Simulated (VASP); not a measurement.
# NiO (R-3m) in VASP: single point with PBE+U

Aim: the single point of NiO with PBE+U.

All numbers are computed with VASP 6.6.1; they aren't measurements. Logs are shortened: lines on timing, memory, paths and dates and some standing lists are left out, and cuts for length are marked.

**1. The cell of the first run**

The typed cell holds 4 atoms: a = 5.200 Å, b = 5.200 Å, c = 5.200 Å, α = 33.60°, β = 33.60°, γ = 33.60°.

**2. Single point, PBE+U, collinear spin, antiferromagnetic start**

Input file INCAR:

```
SYSTEM = NiO
ALGO = Normal
EDIFF = 1E-6
ENCUT = 700
GGA = PE
GGA_COMPAT = .False.
ISIF = 2
ISMEAR = 0
ISPIN = 2
LASPH = .True.
LCHARG = .True.
LDAU = .True.
LDAUJ = 0 0
LDAUL = 2 -1
LDAUPRINT = 1
LDAUTYPE = 2
LDAUU = 6 0
LELF = .True.
LMAXMIX = 4
LORBIT = 11
LREAL = .False.
LVHAR = .True.
LWAVE = .False.
MAGMOM = 2 -2 0 0
NBANDS = 36
NELM = 200
PREC = Accurate
SIGMA = 0.01
```

Input file KPOINTS:

```
k-points
0
Gamma
  6 6 6
  0 0 0
```

Input file POSCAR:

```
NiO
1.0
    2.1215966666      2.1215966666      4.2470668203
    4.2470668203      2.1215966666      2.1215966666
    2.1215966666      4.2470668203      2.1215966666
Ni O
2 2
Direct
    0.0000000000      0.0000000000      0.0000000000
    0.5000000000      0.5000000000      0.5000000000
    0.2500000000      0.2500000000      0.2500000000
    0.7500000000      0.7500000000      0.7500000000
```

Potentials or basis: VASP PAW PBE potentials, release 64 (Ni_sv_GW, O).

Started as:

```
$ cat potpaw_PBE.64/Ni_sv_GW/POTCAR potpaw_PBE.64/O/POTCAR > POTCAR
$ mpirun -np 1 vasp_std > vasp.out
```

OUTCAR:

```text
SYSTEM = NiO
   EDIFF = 1E-6
   ENCUT = 700
   GGA = PE
   ISIF = 2
   ISMEAR = 0
   ISPIN = 2
   LASPH = .True.
   LORBIT = 11
   LREAL = .False.
   NELM = 200
   PREC = Accurate

 ion  position               nearest neighbor table
   1  0.000  0.000  0.000-   4 2.12   4 2.12   4 2.12   3 2.12   3 2.12   3 2.12
   2  0.500  0.500  0.500-   3 2.12   3 2.12   3 2.12   4 2.12   4 2.12   4 2.12
   3  0.250  0.250  0.250-   1 2.12   1 2.12   1 2.12   2 2.12   2 2.12   2 2.12
   4  0.750  0.750  0.750-   2 2.12   2 2.12   2 2.12   1 2.12   1 2.12   1 2.12

  LATTYP: Found a trigonal (rhomboedric) cell.
 ALAT       =     5.1999924430
 COS(alpha) =     0.8329276440

  Lattice vectors:

 A1 = (   2.1215966666,   2.1215966666,   4.2470668203)
 A2 = (   4.2470668203,   2.1215966666,   2.1215966666)
 A3 = (   2.1215966666,   4.2470668203,   2.1215966666)

Analysis of symmetry for initial positions (statically):
=====================================================================
 Subroutine PRICEL returns following result:

  LATTYP: Found a trigonal (rhomboedric) cell.
 ALAT       =     3.0031303733
 COS(alpha) =     0.4990877542
[... 12 lines left out ...]
 Subroutine GETGRP returns: Found 12 space group operations
 (whereof 12 operations were pure point group operations)
 out of a pool of 12 trial point group operations.

The static configuration has the point symmetry D_3d.

Analysis of symmetry for dynamics (positions and initial velocities):
=====================================================================
 Subroutine PRICEL returns following result:

  LATTYP: Found a trigonal (rhomboedric) cell.
 ALAT       =     3.0031303733
 COS(alpha) =     0.4990877542
[... 12 lines left out ...]
 Subroutine GETGRP returns: Found 12 space group operations
 (whereof 12 operations were pure point group operations)
 out of a pool of 12 trial point group operations.

The dynamic configuration has the point symmetry D_3d.

Analysis of structural, dynamic, and magnetic symmetry:
=====================================================================
 Subroutine PRICEL returns following result:

  LATTYP: Found a trigonal (rhomboedric) cell.
 ALAT       =     3.0031303733
 COS(alpha) =     0.4990877542
[... 12 lines left out ...]
 Subroutine GETGRP returns: Found 12 space group operations
 (whereof 12 operations were pure point group operations)
 out of a pool of 12 trial point group operations.

The overall configuration has the point symmetry D_3d.

 Subroutine INISYM returns: Found 12 space group operations
 (whereof 12 operations are pure point group operations),
 and found     2 'primitive' translations

----------------------------------------------------------------------------------------

                                     Primitive cell

  volume of cell :      19.1779

  direct lattice vectors                    reciprocal lattice vectors
     2.123533410 -0.001936744  2.123533410     0.235349394 -0.235134747  0.235349394
     2.123533410  2.123533410 -0.001936744     0.235349394  0.235349394 -0.235134747
    -0.001936744  2.123533410  2.123533410    -0.235134747  0.235349394  0.235349394

  length of vectors
[... 144 lines left out ...]
 -0.0000 -0.0000  0.0002  0.9305  0.0003
  0.0000 -0.0003 -0.0000  0.0003  0.1047

 occupancies and eigenvectors

  o =  0.1047  v =  0.0000  0.0000  0.0000  0.0000  0.0000 -0.0000 -0.0003 -0.0076  0.0003 -1.0000      0.0000  0.0000  0.0000  0.0000  0.0000  0.0000  0.0000  0.0000  0.0000  0.0000
  o =  0.1047  v =  0.0000  0.0000  0.0000  0.0000  0.0000 -0.0004  0.0002 -1.0000  0.0002  0.0076      0.0000  0.0000  0.0000  0.0000  0.0000  0.0000  0.0000  0.0000  0.0000  0.0000
  o =  0.9305  v =  0.0000  0.0000  0.0000  0.0000  0.0000  0.5774  0.5774  0.0000  0.5774  0.0000      0.0000  0.0000  0.0000  0.0000  0.0000  0.0000  0.0000  0.0000  0.0000  0.0000
  o =  0.9305  v =  0.0000  0.0000  0.0000  0.0000  0.0000  0.5808  0.2066 -0.0003 -0.7874 -0.0003      0.0000  0.0000  0.0000  0.0000  0.0000  0.0000  0.0000  0.0000  0.0000  0.0000
  o =  0.9305  v =  0.0000  0.0000  0.0000  0.0000  0.0000  0.5739 -0.7899 -0.0003  0.2160  0.0003      0.0000  0.0000  0.0000  0.0000  0.0000  0.0000  0.0000  0.0000  0.0000  0.0000
  o =  0.9382  v =  0.5774  0.5774 -0.0000  0.5774 -0.0000  0.0000  0.0000  0.0000  0.0000  0.0000      0.0000  0.0000  0.0000  0.0000  0.0000  0.0000  0.0000  0.0000  0.0000  0.0000
  o =  0.9383  v =  0.5598  0.2348  0.0007 -0.7946  0.0007  0.0000  0.0000  0.0000  0.0000  0.0000      0.0000  0.0000  0.0000  0.0000  0.0000  0.0000  0.0000  0.0000  0.0000  0.0000
  o =  0.9383  v = -0.5944  0.7820 -0.0007 -0.1876  0.0007  0.0000  0.0000  0.0000  0.0000  0.0000      0.0000  0.0000  0.0000  0.0000  0.0000  0.0000  0.0000  0.0000  0.0000  0.0000
  o =  0.9637  v =  0.0008 -0.0004 -1.0000 -0.0004 -0.0000  0.0000  0.0000  0.0000  0.0000  0.0000      0.0000  0.0000  0.0000  0.0000  0.0000  0.0000  0.0000  0.0000  0.0000  0.0000
  o =  0.9637  v =  0.0000 -0.0007 -0.0000  0.0007  1.0000  0.0000  0.0000  0.0000  0.0000  0.0000      0.0000  0.0000  0.0000  0.0000  0.0000  0.0000  0.0000  0.0000  0.0000  0.0000

atom =   2  type =  1  l = 2

 onsite density matrix

spin component  1

  0.9305 -0.0000 -0.0003 -0.0000  0.0000
 -0.0000  0.9305  0.0002 -0.0000 -0.0003
 -0.0003  0.0002  0.1047  0.0002 -0.0000
 -0.0000 -0.0000  0.0002  0.9305  0.0003
  0.0000 -0.0003 -0.0000  0.0003  0.1047

spin component  2

  0.9383 -0.0000 -0.0000 -0.0000 -0.0000
 -0.0000  0.9383  0.0000 -0.0000 -0.0000
 -0.0000  0.0000  0.9637  0.0000 -0.0000
 -0.0000 -0.0000  0.0000  0.9383  0.0000
 -0.0000 -0.0000 -0.0000  0.0000  0.9637

 occupancies and eigenvectors

  o =  0.1047  v = -0.0004  0.0002 -0.9992  0.0002  0.0403  0.0000  0.0000  0.0000  0.0000  0.0000      0.0000  0.0000  0.0000  0.0000  0.0000  0.0000  0.0000  0.0000  0.0000  0.0000
  o =  0.1047  v = -0.0000 -0.0003 -0.0403  0.0003 -0.9992  0.0000  0.0000  0.0000  0.0000  0.0000      0.0000  0.0000  0.0000  0.0000  0.0000  0.0000  0.0000  0.0000  0.0000  0.0000
  o =  0.9305  v =  0.5774  0.5774  0.0000  0.5774  0.0000  0.0000  0.0000  0.0000  0.0000  0.0000      0.0000  0.0000  0.0000  0.0000  0.0000  0.0000  0.0000  0.0000  0.0000  0.0000
  o =  0.9305  v = -0.4426 -0.3729  0.0003  0.8155  0.0004  0.0000  0.0000  0.0000  0.0000  0.0000      0.0000  0.0000  0.0000  0.0000  0.0000  0.0000  0.0000  0.0000  0.0000  0.0000
  o =  0.9305  v = -0.6861  0.7264  0.0004 -0.0403 -0.0003  0.0000  0.0000  0.0000  0.0000  0.0000      0.0000  0.0000  0.0000  0.0000  0.0000  0.0000  0.0000  0.0000  0.0000  0.0000
  o =  0.9382  v =  0.0000  0.0000  0.0000  0.0000  0.0000  0.5774  0.5774  0.0000  0.5774 -0.0000      0.0000  0.0000  0.0000  0.0000  0.0000  0.0000  0.0000  0.0000  0.0000  0.0000
  o =  0.9383  v =  0.0000  0.0000  0.0000  0.0000  0.0000 -0.7649  0.1350 -0.0009  0.6299 -0.0003      0.0000  0.0000  0.0000  0.0000  0.0000  0.0000  0.0000  0.0000  0.0000  0.0000
  o =  0.9383  v =  0.0000  0.0000  0.0000  0.0000  0.0000  0.2857 -0.8053  0.0003  0.5196 -0.0009      0.0000  0.0000  0.0000  0.0000  0.0000  0.0000  0.0000  0.0000  0.0000  0.0000
  o =  0.9637  v =  0.0000  0.0000  0.0000  0.0000  0.0000  0.0008 -0.0004 -1.0000 -0.0004 -0.0000      0.0000  0.0000  0.0000  0.0000  0.0000  0.0000  0.0000  0.0000  0.0000  0.0000
  o =  0.9637  v =  0.0000  0.0000  0.0000  0.0000  0.0000  0.0000 -0.0007 -0.0000  0.0007  1.0000      0.0000  0.0000  0.0000  0.0000  0.0000  0.0000  0.0000  0.0000  0.0000  0.0000

 number of electron      47.9999993 magnetization      -0.0000000

 Free energy of the ion-electron system (eV)
  ---------------------------------------------------
  ext. energy  EPLUGINS =         0.00000000
  ---------------------------------------------------
  free energy    TOTEN  =       -20.78621941 eV

  energy without entropy =      -20.78621941  energy(sigma->0) =      -20.78621941

 E-fermi :   5.0646     XC(G=0): -12.6949

 val. band max:        5.0124348922   @ k =   0.5000   0.5000   0.5000
 cond. band min:       7.8185828717   @ k =   0.0000   0.0000   0.0000
 fundamental gap:      2.8061479796
 Fermi energy:         5.0645898681

 spin component 1

 k-point     1 :       0.0000    0.0000    0.0000
  band No.  band energies     occupation
      1     -98.3201      1.00000
      2     -96.0824      1.00000
      3     -58.7087      1.00000
      4     -58.7004      1.00000
      5     -58.7004      1.00000
      6     -56.5266      1.00000
[... 1865 lines left out ...]
     35      23.3858      0.00000
     36      26.5572      0.00000

 [... further k-points ...]

------------------------ aborting loop because EDIFF is reached ----------------------------------------

  FORCE on cell =-STRESS in cart. coord.  units (eV):
  Direction    XX          YY          ZZ          XY          YZ          ZX
  --------------------------------------------------------------------------------------
  -------------------------------------------------------------------------------------
  Total       -0.4939371     -0.4939371     -0.4939371     -0.0047836     -0.0047836     -0.0047836
  in kB      -20.6324676    -20.6324676    -20.6324676     -0.1998195     -0.1998195     -0.1998195
  external PRESSURE =     -20.6324676 kB  Pullay stress =       0.0000000 kB

 VOLUME and BASIS-vectors are now :
 -----------------------------------------------------------------------------
  energy-cutoff  :      700.00
  volume of cell :       38.36
      direct lattice vectors                 reciprocal lattice vectors
     2.121596667  2.121596667  4.247066820    -0.117567373 -0.117567373  0.352916768
     4.247066820  2.121596667  2.121596667     0.352916768 -0.117567373 -0.117567373
     2.121596667  4.247066820  2.121596667    -0.117567373  0.352916768 -0.117567373

 POSITION                                       TOTAL-FORCE (eV/Angst)
 -----------------------------------------------------------------------------------
      0.00000      0.00000      0.00000        -0.000000     -0.000000     -0.000000
      4.24513      4.24513      4.24513        -0.000000      0.000000     -0.000000
      2.12257      2.12257      2.12257        -0.000000     -0.000000      0.000000
      6.36770      6.36770      6.36770         0.000000     -0.000000      0.000000
 -----------------------------------------------------------------------------------
    total drift:                               -0.000000     -0.000000      0.000000

  FREE ENERGIE OF THE ION-ELECTRON SYSTEM (eV)
  ---------------------------------------------------
  free  energy   TOTEN  =       -20.7862194100 eV

  energy  without entropy=      -20.7862194100  energy(sigma->0) =      -20.78621941

 total charge

# of ion       s       p       d       f       tot
--------------------------------------------------
    1        2.154   6.205   7.718   0.008  16.085
    2        2.154   6.205   7.718   0.008  16.085
    3        1.546   3.462   0.000   0.000   5.008
    4        1.546   3.462   0.000   0.000   5.008
--------------------------------------------------
tot          7.400  19.334  15.435   0.017  42.186

 magnetization (x)

# of ion       s       p       d       f       tot
--------------------------------------------------
    1        0.001  -0.001   1.739   0.001   1.740
    2       -0.001   0.001  -1.739  -0.001  -1.740
    3        0.000   0.000   0.000   0.000   0.000
    4        0.000   0.000   0.000   0.000   0.000
--------------------------------------------------
tot          0.000   0.000   0.000   0.000   0.000
```

Run time: 6.2 min. Hardware: 1 thread of Intel Xeon 6975P-C (Granite Rapids), shared host; peak memory 0.47 GiB.

Results:

| Item | Value |
| --- | --- |
| Free energy | -20.7862 eV |
| Pressure | -2.1 GPa |
| Band gap on the k mesh | 2.81 eV |
| Net moment | 0.00 μB per cell |
| Site moments | Ni +1.74, -1.74; O +0.00 μB |
| Valence electrons inside the program's atomic spheres | Ni 16.09; O 5.01 |

Eigenvalues of the final occupation matrices:
| site | spin | trace | eigenvalues |
| --- | --- | --- | --- |
| site 1 d | 1 | 4.74 | 0.94 0.94 0.94 0.96 0.96 |
| site 1 d | 2 | 3.00 | 0.10 0.10 0.93 0.93 0.93 |
| site 2 d | 1 | 3.00 | 0.10 0.10 0.93 0.93 0.93 |
| site 2 d | 2 | 4.74 | 0.94 0.94 0.94 0.96 0.96 |

A k mesh can miss the band edges. The state reached can hang on the start; a lower one may exist.
